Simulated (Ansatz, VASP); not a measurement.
# Two plane-wave programs on P2CO3

Contents of INCAR:

```
SYSTEM = P2CO3
  PREC = Accurate
  ENCUT = 520
  EDIFF = 1E-6
  ISMEAR = 0
  SIGMA = 0.1
  LREAL = .FALSE.
  LASPH = .TRUE.
  NELM = 80
  ALGO = Normal
  ISIF = 2
  LWAVE = .FALSE.
  LCHARG = .FALSE.
  GGA = PE
  IVDW = 12
  NBANDS = 25
```

The input KPOINTS:

```
Automatic mesh
0
G
  6 6 4
  0 0 0
```

POSCAR

```
P2CO3
1.0
    3.7602749700      0.0000000000      0.0000000000
   -1.8801374900      3.2564936500      0.0000000000
    0.0000000000      0.0000000000      6.9780301100
P C O
2 1 3
Direct
    0.0000000000      0.0000000000      0.2631902500
    0.0000000000      0.0000000000      0.7368097500
    0.0000000000      0.0000000000      0.0000000000
    0.5000000000      0.0000000000      0.5000000000
    0.0000000000      0.5000000000      0.5000000000
    0.5000000000      0.5000000000      0.5000000000
```

Input for Ansatz:

```yaml
crystal:
  lattice:
    - [3.76027497, 0.0, 0.0]
    - [-1.88013749, 3.25649365, 0.0]
    - [0.0, 0.0, 6.97803011]
  atoms:
    - { symbol: P, position: [0.0, 0.0, 0.26319025] }
    - { symbol: P, position: [0.0, 0.0, 0.73680975] }
    - { symbol: C, position: [0.0, 0.0, 0.0] }
    - { symbol: O, position: [0.5, 0.0, 0.5] }
    - { symbol: O, position: [0.0, 0.5, 0.5] }
    - { symbol: O, position: [0.5, 0.5, 0.5] }
basis:
  ecutwfc: 420
kpoints:
  mp_grid: { grid: [6, 6, 4] }
hamiltonian:
  xc: pbe
  dispersion: d3bj
scf:
  occupations: { method: gaussian, width: 0.1 }
  lower_state_search: "off"
output:
  forces: true
  stress: true
  eigenvalues: true
```

Alike in both runs: task single point; functional PBE; dispersion D3(BJ); k mesh 6 × 6 × 4; occupations gaussian, width 0.1 eV; no spin polarisation.

```csv
,VASP,Ansatz
version,VASP 6.6.1,Ansatz 0.2.0
potentials or method,"VASP PAW PBE potentials, release 64 (P, C, O), cutoff 520 eV","scalar-relativistic, plane waves, PAW"
valence electrons in the cell,32,32
```

Ansatz gave:

* gap on the k mesh at the Fermi level (eV): none
* pressure (GPa): 1.8
* traceless stress, the component that is largest in VASP (GPa): -26.49
* rms of the force components (eV/Å): 1.740

Problem. What did VASP give for the same quantities?

Solution. gap on the k mesh at the Fermi level (eV): none; pressure (GPa): 1.6; traceless stress, the component that is largest in VASP (GPa): -26.72; rms of the force components (eV/Å): 1.756.

Atom by atom the forces differ by 0.017 eV/Å (rms over components). A gap of «none» marks a metal or a gap that the smearing closes.
